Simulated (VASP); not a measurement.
SO (rock salt type): single point with r2SCAN

Crystal: SO (rock salt type).

```
S O
1.0
     0.00000    2.29549    2.29549
     2.29549    0.00000    2.29549
     2.29549    2.29549    0.00000
S O
1 1
Direct
  0.00000 0.00000 0.00000
  0.50000 0.50000 0.50000
```

| Item | Value |
| --- | --- |
| Program | VASP 6.6.1 |
| Task | single point |
| Functional | r2SCAN |
| Potentials or basis | VASP PAW PBE potentials, release 64 (S, O) |
| Cutoff | 520 eV |
| k mesh | 13 × 13 × 13 |
| Occupations | fermi-dirac, width 0.1 eV |
| Spin | no spin polarisation |
| Dipole correction | no |
| Further INCAR settings | ALGO = Normal; EDIFF = 1e-07; NBANDS = 13 |

```yaml
Pressure: 0.5 GPa
Band_gap_on_the_k_mesh: zero (bands 6 and 7 overlap by 3.24 eV)
```

Levels at points of the mesh, in eV from the Fermi level:
| k point | band 4 | band 5 | band 6 | band 7 | band 8 | band 9 |
| --- | --- | --- | --- | --- | --- | --- |
| (0.00, 0.00, 0.00) | -4.51 | -4.51 | 1.79 | 1.79 | 1.79 | 10.12 |

Run time: 28 s on 1 thread of Intel(R) Xeon(R) 6975P-C (Granite Rapids) (shared host), peak memory 0.15 GiB.

Caveat: the PAW data sets were made with another functional, which shifts forces and pressure a little.
